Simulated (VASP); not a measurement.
Crystal: CO2.

```
O C
1.0
    -1.97473    1.97473    3.01406
     1.97473   -1.97473    3.01406
     1.97473    1.97473   -3.01406
O C
4 2
Direct
  0.87500 0.95980 0.58480
  0.37500 0.29020 0.41520
  0.04020 0.62500 0.91520
  0.70980 0.12500 0.08480
  0.00000 0.00000 0.00000
  0.75000 0.25000 0.50000
```

Program: VASP 6.6.1. Alike in all runs: task single point; no spin polarisation; cell as given; k mesh 9 × 9 × 9; cutoff (eV) 520.

Question: Order these runs on this cell by their band gap on the k mesh, lowest first.
A. level r2SCAN; potentials or basis VASP PAW PBE potentials, release 64 (O, C); smearing fermi-dirac 0.05 eV
B. level LDA; potentials or basis VASP PAW LDA potentials, release 64 (O, C); smearing fermi-dirac 0.05 eV
C. level PBE; potentials or basis VASP PAW PBE potentials, release 64 (O, C); smearing gaussian 0.013 eV

Answer: B (7.40 eV), C (7.66 eV), A (8.42 eV).

A k mesh can miss the band edges.
